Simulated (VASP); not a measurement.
Crystal: AlN (rocksalt type).

```
Al N
1.0
     0.00000    2.15443    2.15443
     2.15443    0.00000    2.15443
     2.15443    2.15443    0.00000
Al N
1 1
Direct
  0.00000 0.00000 0.00000
  0.50000 0.50000 0.50000
```

- Program: VASP 6.6.1
- Task: relaxation of cell and atoms
- Functional: PBE
- Potentials or basis: VASP PAW PBE potentials, release 64 (Al, N)
- Cutoff: 600 eV
- k mesh: 16 × 16 × 16
- Occupations: fermi-dirac, width 0.08 eV
- Spin: no spin polarisation

At the start: pressure -30.7 GPa; volume 10.00 Å³/atom.

Question: Where does the relaxation end?

Answer: Over 6 steps the energy falls by 175.7 meV/atom and the volume is 8.42 Å³/atom (-15.8 %); space group Fm-3m (No. 225, to 0.1 Å) before and after.

The path:
| step | energy change (eV) | largest force (eV/Å) | pressure (GPa) | volume (Å³) |
| --- | --- | --- | --- | --- |
| 1 | 0.0000 | 0.0000 | -30.65 | 20.00 |
| 2 | -0.1510 | 0.0000 | 37.85 | 14.96 |
| 3 | -0.3514 | 0.0000 | -0.55 | 16.87 |
| 4 | -0.3515 | 0.0000 | 0.34 | 16.81 |
| 5 | -0.3515 | 0.0000 | -0.26 | 16.85 |
| 6 | -0.3515 | 0.0000 | 0.00 | 16.83 |

Final structure:
```xyz
2
Lattice="0.0000 2.0340 2.0340 2.0340 0.0000 2.0340 2.0340 2.0340 0.0000" Properties=species:S:1:pos:R:3 pbc="T T T"
Al    0.0000    0.0000    0.0000
N     2.0340    2.0340    2.0340
```

Caveat: the volume moved by over 15 % at a fixed basis, so the end points are rough.
